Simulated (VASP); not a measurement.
Runs of VASP 6.6.1 on AlN. The structure is that of space group F-43m (No. 216), or close to it. The cells are those of the table. 

```csv
task,level,cell,k mesh,cutoff (eV),smearing,grid for exact exchange (PRECFOCK),share of exact exchange,screening parameter,gap on the mesh (eV),pressure (GPa),relaxed volume (Å³/atom)
single point,HSE06,"a = 3.087 Å, angles 60.0°, 2 atoms",6 × 6 × 6,520,fermi-dirac 0.02 eV,Normal,0.25,0.2079 1/Å,4.56,-0.2,-
relaxation of cell and atoms,r2SCAN,"relaxed from a = 3.114 Å, angles 60.0°, 2 atoms",10 × 10 × 10,600,fermi-dirac 0.02 eV,-,-,-,3.94,0.0,10.41
relaxation of cell and atoms,HSE06,"relaxed from a = 3.090 Å, angles 60.0°, 2 atoms",6 × 6 × 6,600,fermi-dirac 0.02 eV,Normal,0.25,0.2079 1/Å,4.56,0.0,(a)
dielectric tensor,PBE,"a = 3.090 Å, angles 60.0°, 2 atoms",8 × 8 × 8,520,gaussian 0.01 eV,-,-,-,(b),-,-
```

Alike in all rows: potentials or basis VASP PAW PBE potentials, release 64 (Al, N); no spin polarisation.

Problem. Estimate the missing entries.

Solution. (a) 10.39; (b) 3.32.

Caveats: the PAW data sets were made with another functional, which shifts forces and pressure a little (at least some runs).

A k mesh can miss the band edges.
